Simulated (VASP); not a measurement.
Wanted: the native input for a VASP 6.6.1 run.

* Task: electric field gradients
* Functional: PBEsol
* Potentials or basis: VASP PAW PBE potentials, release 64 (Sr_sv, O)
* Cutoff: 520 eV
* k mesh: 8 × 8 × 8
* Occupations: fermi-dirac, width 0.03 eV
* Spin: no spin polarisation
* Dipole correction: no
* Further INCAR settings: ALGO = Normal; EDIFF = 1e-08; NBANDS = 15

The structure of SrO lies in POSCAR:

```
SrO
1.0
    0.0000000000      2.5525525005      2.5525525005
    2.5525525005      0.0000000000      2.5525525005
    2.5525525005      2.5525525005      0.0000000000
Sr O
1 1
Direct
    0.0000000000      0.0000000000      0.0000000000
    0.5000000000      0.5000000000      0.5000000000
```

This cell differs from its parent crystal: volume scaled by 0.98.

One way to write it, as run:

INCAR

```
SYSTEM = SrO
PREC = Accurate
ENCUT = 520
EDIFF = 1E-8
ISMEAR = -1
SIGMA = 0.03
LREAL = .FALSE.
LASPH = .TRUE.
NELM = 60
ALGO = Normal
ISIF = 2
LWAVE = .FALSE.
LCHARG = .FALSE.
GGA = PS
LEFG = .TRUE.
NBANDS = 15
```

KPOINTS

```
regular mesh
0
G
  8 8 8
  0 0 0
```

Potentials or basis: VASP PAW PBE potentials, release 64 (Sr_sv, O).

Run with:

```console
$ cat potpaw_PBE.64/Sr_sv/POTCAR potpaw_PBE.64/O/POTCAR > POTCAR
$ mpirun -np 1 vasp_std > vasp.out
```

It gave:

| Quantity | Value |
| --- | --- |
| Pressure | 1.6 GPa |
| Band gap on the k mesh | 3.14 eV, indirect (least direct gap 3.21 eV) |

Caveat: without QUAD_EFG the Cq values of the log hold for a quadrupole moment of 1 mb, not for the nuclei; the PAW data sets were made with another functional, which shifts forces and pressure a little.

It took 14 s on 1 thread of Intel(R) Xeon(R) Platinum 8375C CPU @ 2.90GHz (Ice Lake), with other jobs on the host, peak memory 0.16 GiB.
